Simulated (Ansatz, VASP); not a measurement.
## LaIn: VASP beside Ansatz

```
La In
1.0
     3.89549    0.00000    0.00000
     0.00000    3.89549    0.00000
     0.00000    0.00000    3.89549
La In
1 1
Direct
  0.50000 0.50000 0.50000
  0.00000 0.00000 0.00000
```

Alike in both runs: task relaxation of cell and atoms; functional PBEsol; k mesh 11 × 11 × 11; occupations fermi-dirac, width 0.05 eV; no spin polarisation.

```csv
,VASP,Ansatz
version,VASP 6.6.1,Ansatz 0.2.0
potentials or method,"VASP PAW PBE potentials, release 64 (La, In_d), cutoff 600 eV","all-electron LAPW, scalar-relativistic"
```

|  | VASP | Ansatz | Ansatz less VASP |
| --- | --- | --- | --- |
| relaxed volume (Å³/atom) | 29.53 | 29.56 | +0.030 |
| relaxed cell length with the largest relative difference (Å) | 3.894 | 3.895 | +0.0013 |

VASP's potentials were made for PBE, not for PBEsol. Ansatz ran all-electron here, and VASP with PAW potentials.

Neither program's run includes spin-orbit coupling.
